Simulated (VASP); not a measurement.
# NaH (Fm-3m) in VASP: vibrations by perturbation theory with PBEsol

Aim: the vibrations by perturbation theory of NaH with PBEsol.

All numbers are computed with VASP 6.6.1; they aren't measurements. Logs are shortened: lines on timing, memory, paths and dates and some standing lists are left out, and cuts for length are marked.

### 1 The cell of the first run

Symmetry: Fm-3m, No. 225, cubic system. Conventional cell: a = 4.127 Å, b = 4.127 Å, c = 4.127 Å, α = 90.00°, β = 90.00°, γ = 90.00°. Na (site symmetry m-3m) has 6 H at 2.06 Å within 2.7 Å. H (site symmetry m-3m) has 6 Na at 2.06 Å within 2.7 Å.

### 2 Vibrations by perturbation theory, PBEsol

Contents of INCAR:

```
SYSTEM = NaH
PREC     = Accurate       ! precision mode
ENCUT    = 520            ! plane-wave cutoff, eV
EDIFF    = 1E-8           ! SCF threshold, eV
ISMEAR   = 0              ! smearing method
SIGMA    = 0.01           ! smearing width, eV
LREAL    = .FALSE.        ! projectors in reciprocal space
LASPH    = .TRUE.         ! aspherical terms in the spheres
NELM     = 100            ! most SCF steps
ALGO     = Normal         ! electronic algorithm
ISIF     = 2              ! what is computed and relaxed
LWAVE    = .FALSE.        ! write WAVECAR
LCHARG   = .FALSE.        ! write CHGCAR
GGA      = PS             ! functional
IBRION   = 8              ! ionic algorithm
NSW      = 1              ! ionic steps
LEPSILON = .TRUE.         ! dielectric tensor by DFPT
```

Contents of KPOINTS:

```
regular mesh
0
G
  10 10 10
  0 0 0
```

Contents of POSCAR:

```
NaH
1.0
    0.0000000000      2.0634470014      2.0634470014
    2.0634470014      0.0000000000      2.0634470014
    2.0634470014      2.0634470014      0.0000000000
Na H
1 1
Direct
    0.0000000000      0.0000000000      0.0000000000
    0.5000000000      0.5000000000      0.5000000000
```

Potentials or basis: VASP PAW PBE potentials, release 64 (Na_pv, H).

Started as:

```sh
$ cat potpaw_PBE.64/Na_pv/POTCAR potpaw_PBE.64/H/POTCAR > POTCAR
$ mpirun -np 1 vasp_std > vasp.out
```

OUTCAR:

```text
SYSTEM = NaH
   PREC = Accurate
   ENCUT = 520
   EDIFF = 1E-8
   ISMEAR = 0
   LREAL = .FALSE.
   LASPH = .TRUE.
   NELM = 100
   ISIF = 2
   GGA = PS
   IBRION = 8
   NSW = 1
   LEPSILON = .TRUE.

 ion  position               nearest neighbor table
   1  0.000  0.000  0.000-
   2  0.500  0.500  0.500-

  LATTYP: Found a face centered cubic cell.
 ALAT       =     4.1268940028

  Lattice vectors:

 A1 = (   0.0000000000,   2.0634470014,   2.0634470014)
 A2 = (   2.0634470014,   0.0000000000,   2.0634470014)
 A3 = (   2.0634470014,   2.0634470014,   0.0000000000)

Analysis of symmetry for initial positions (statically):
=====================================================================
 Subroutine PRICEL returns:
 Original cell was already a primitive cell.

 Routine SETGRP: Setting up the symmetry group for a
 face centered cubic supercell.

 Subroutine GETGRP returns: Found 48 space group operations
 (whereof 48 operations were pure point group operations)
 out of a pool of 48 trial point group operations.

The static configuration has the point symmetry O_h .

Analysis of symmetry for dynamics (positions and initial velocities):
=====================================================================
 Subroutine PRICEL returns:
 Original cell was already a primitive cell.

 Routine SETGRP: Setting up the symmetry group for a
 face centered cubic supercell.

 Subroutine GETGRP returns: Found 48 space group operations
 (whereof 48 operations were pure point group operations)
 out of a pool of 48 trial point group operations.

The dynamic configuration has the point symmetry O_h .

 Subroutine INISYM returns: Found 48 space group operations
 (whereof 48 operations are pure point group operations),
 and found     1 'primitive' translations

----------------------------------------------------------------------------------------

                                     Primitive cell

  volume of cell :      17.5715

  direct lattice vectors                    reciprocal lattice vectors
     0.000000000  2.063447001  2.063447001    -0.242312984  0.242312984  0.242312984
     2.063447001  0.000000000  2.063447001     0.242312984 -0.242312984  0.242312984
     2.063447001  2.063447001  0.000000000     0.242312984  0.242312984 -0.242312984

  length of vectors
     2.918154735  2.918154735  2.918154735     0.419698399  0.419698399  0.419698399

  position of ions in fractional coordinates (direct lattice)
     0.000000000  0.000000000  0.000000000
     0.500000000  0.500000000  0.500000000

  ion indices of the primitive-cell ions
   primitive index   ion index
                 1           1
                 2           2

----------------------------------------------------------------------------------------

 KPOINTS: regular mesh

Automatic generation of k-mesh.
 Grid dimensions read from file:
 generate k-points for:   10   10   10

 Generating k-lattice:

  Cartesian coordinates                     Fractional coordinates (reciprocal lattice)
    -0.024231298  0.024231298  0.024231298     0.100000000  0.000000000  0.000000000
     0.024231298 -0.024231298  0.024231298     0.000000000  0.100000000  0.000000000
     0.024231298  0.024231298 -0.024231298     0.000000000  0.000000000  0.100000000

  Length of vectors
     0.041969840  0.041969840  0.041969840
[... 382 lines left out ...]
      direct lattice vectors                 reciprocal lattice vectors
     0.000000000  2.063447001  2.063447001    -0.242312984  0.242312984  0.242312984
     2.063447001  0.000000000  2.063447001     0.242312984 -0.242312984  0.242312984
     2.063447001  2.063447001  0.000000000     0.242312984  0.242312984 -0.242312984

 POSITION                                       TOTAL-FORCE (eV/Angst)
 -----------------------------------------------------------------------------------
      0.00000      0.00000      0.00000         0.000000      0.000000      0.000000
      2.06345      2.06345      2.06345        -0.000000     -0.000000     -0.000000
 -----------------------------------------------------------------------------------
    total drift:                                0.000000     -0.000000     -0.000000

  FREE ENERGIE OF THE ION-ELECTRON SYSTEM (eV)
  ---------------------------------------------------
  free  energy   TOTEN  =        -4.5364773390 eV

  energy  without entropy=       -4.5364773390  energy(sigma->0) =       -4.53647734

 HEAD OF MICROSCOPIC STATIC DIELECTRIC TENSOR (INDEPENDENT PARTICLE, excluding Hartree and local field effects)
 ------------------------------------------------------
           3.344419    -0.000000     0.000000
           0.000000     3.344419    -0.000000
           0.000000    -0.000000     3.344419
 ------------------------------------------------------

 Free energy of the ion-electron system (eV)
  ---------------------------------------------------
  ---------------------------------------------------
  free energy    TOTEN  =        -0.12291610 eV

  energy without entropy =       -0.12291610

------------------------ aborting loop because EDIFF is reached ----------------------------------------

--------------------------------------- Ionic step        2  -------------------------------------------

------------------------ aborting loop because EDIFF is reached ----------------------------------------

--------------------------------------- Ionic step        3  -------------------------------------------

------------------------ aborting loop because EDIFF is reached ----------------------------------------

 PIEZOELECTRIC TENSOR FIELD DIRECTION 3  (e Angst)
 -----------------------------------------------------------------------------
     0.00027  0.00000 -0.00000           ( -0.00000  0.00000  0.00000)
     0.00000  0.00027 -0.00000           (  0.00000 -0.00000  0.00000)
     0.00000  0.00000 -0.00068           (  0.00000  0.00000 -0.00001)

 PIEZOELECTRIC TENSOR FIELD DIRECTION 3  (C/m^2)
 -----------------------------------------------------------------------------
     0.00025  0.00000 -0.00000
     0.00000  0.00025 -0.00000
     0.00000  0.00000 -0.00062

--------------------------------------- Ionic step        4  -------------------------------------------

------------------------ aborting loop because EDIFF is reached ----------------------------------------

[... ionic steps 5 to 6 ...]

--------------------------------------- Ionic step        7  -------------------------------------------

 Free energy of the ion-electron system (eV)
  ---------------------------------------------------
  ---------------------------------------------------
  free energy    TOTEN  =        -0.01859393 eV

  energy without entropy =       -0.01859393

------------------------ aborting loop because EDIFF is reached ----------------------------------------

 INTERNAL STRAIN TENSOR  FOR ION    2  DIRECTION 1   (eV/Angst):
 -----------------------------------------------------------------------------
     0.01159 -0.00000  0.00000
    -0.00000 -0.00503  0.00000
    -0.00000  0.00000 -0.00503

 MACROSCOPIC STATIC DIELECTRIC TENSOR (including local field effects in DFT)
 ------------------------------------------------------
           3.257069    -0.000000     0.000000
          -0.000000     3.257069     0.000000
          -0.000000    -0.000000     3.257069
 ------------------------------------------------------

 PIEZOELECTRIC TENSOR (including local field effects)  for field in x, y, z        (e  Angst)
          XX          YY          ZZ          XY          YZ          ZX
  --------------------------------------------------------------------------------
  x     0.00000     0.00000     0.00000     0.00000     0.00000     0.00000
  y     0.00000     0.00000     0.00000     0.00000     0.00000     0.00000
  z     0.00000     0.00000     0.00000     0.00000     0.00000     0.00000

 PIEZOELECTRIC TENSOR (including local field effects)  for field in x, y, z        (C/m^2)
          XX          YY          ZZ          XY          YZ          ZX
  --------------------------------------------------------------------------------
  x     0.00000     0.00000     0.00000     0.00000     0.00000     0.00000
  y     0.00000     0.00000     0.00000     0.00000     0.00000     0.00000
  z     0.00000     0.00000     0.00000     0.00000     0.00000     0.00000

 BORN EFFECTIVE CHARGES (including local field effects) (in |e|, cummulative output)
 ---------------------------------------------------------------------------------
 ion    1
    1     0.80976    -0.00000     0.00000
    2     0.00000     0.80976     0.00000
    3     0.00000     0.00000     0.80976
 ion    2
    1    -0.80976     0.00000     0.00000
    2    -0.00000    -0.80976     0.00000
    3     0.00000     0.00000    -0.80976

 INTERNAL STRAIN TENSOR FOR ION    2 for displacements in x,y,z  (eV/Angst):
          X           Y           Z          XY          YZ          ZX
  --------------------------------------------------------------------------------
  x     0.00000     0.00000     0.00000     0.00000     0.00000     0.00000
  y     0.00000     0.00000     0.00000     0.00000     0.00000     0.00000
  z     0.00000     0.00000     0.00000     0.00000     0.00000     0.00000

 SECOND DERIVATIVES (NOT SYMMETRIZED)
 ------------------------------------
               1X          1Y          1Z          2X          2Y          2Z
  1X    -3.645820    0.000000    0.000000    3.645820    0.000000    0.000000
  1Y     0.000000   -3.645820    0.000000    0.000000    3.645820    0.000000
  1Z     0.000000    0.000000   -3.645820    0.000000    0.000000    3.645820
  2X     3.674766    0.000000    0.000000   -3.674766    0.000000    0.000000
  2Y     0.000000    3.674766    0.000000    0.000000   -3.674766    0.000000
  2Z     0.000000    0.000000    3.674766    0.000000    0.000000   -3.674766

 Eigenvectors and eigenvalues of the dynamical matrix
 ----------------------------------------------------

   1 f  =   30.608357 THz   192.317980 2PiTHz 1020.984895 cm-1   126.585937 meV
             X         Y         Z           dx          dy          dz
      0.000000  0.000000  0.000000     0.200851    0.032072    0.000000
      2.063447  2.063447  2.063447    -0.966848   -0.154386   -0.000000
[... 21 lines left out ...]
   6 f/i=    0.024102 THz     0.151434 2PiTHz    0.803940 cm-1     0.099676 meV
             X         Y         Z           dx          dy          dz
      0.000000  0.000000  0.000000     0.385634   -0.176742    0.882428
      2.063447  2.063447  2.063447     0.080111   -0.036716    0.183314

--------------------------------------------------------------------------------------------------------

 MACROSCOPIC STATIC DIELECTRIC TENSOR IONIC CONTRIBUTION
 ------------------------------------------------------
           1.844790    -0.000000    -0.000000
          -0.000000     1.844790     0.000000
          -0.000000     0.000000     1.844790
 ------------------------------------------------------

 ELASTIC MODULI CONTR FROM IONIC RELAXATION (kBar)
 Direction    XX          YY          ZZ          XY          YZ          ZX
 --------------------------------------------------------------------------------
 XX           0.0000      0.0000      0.0000      0.0000      0.0000      0.0000
 YY           0.0000      0.0000      0.0000      0.0000      0.0000      0.0000
 ZZ           0.0000      0.0000      0.0000      0.0000      0.0000      0.0000
 XY           0.0000      0.0000      0.0000      0.0000      0.0000      0.0000
 YZ           0.0000      0.0000      0.0000      0.0000      0.0000      0.0000
 ZX           0.0000      0.0000      0.0000      0.0000      0.0000      0.0000
 --------------------------------------------------------------------------------

 PIEZOELECTRIC TENSOR IONIC CONTR  for field in x, y, z        (C/m^2)
          XX          YY          ZZ          XY          YZ          ZX
  --------------------------------------------------------------------------------
  x     0.00000     0.00000     0.00000     0.00000     0.00000     0.00000
  y     0.00000     0.00000     0.00000     0.00000     0.00000     0.00000
  z     0.00000     0.00000     0.00000     0.00000     0.00000     0.00000
```

It took 1.8 min on 1 thread of AMD EPYC 7R13 (Zen 3), shared host; peak memory 0.14 GiB.

What came out:

- Electronic dielectric tensor (diagonal): 3.26
- Born charges (mean of the diagonal): Na +0.81; H -0.81 e
- Highest phonon frequency at Γ, LO-TO splitting left out: 1021 cm⁻¹

Phonon frequencies in cm⁻¹ (negative: imaginary):
| q point | frequencies |
| --- | --- |
| (0.000, 0.000, 0.000) | -1 -1 -1 1021 1021 1021 |

Electronic dielectric tensor:
```
3.26 0.00 0.00
0.00 3.26 0.00
0.00 0.00 3.26
```

Born effective charge tensors (e):
atom 1, Na
```
0.81 0.00 0.00
0.00 0.81 0.00
0.00 0.00 0.81
```
atom 2, H
```
-0.81  0.00  0.00
 0.00 -0.81  0.00
 0.00  0.00 -0.81
```

Caveat: the cell wasn't relaxed at this level first, which shifts response properties.
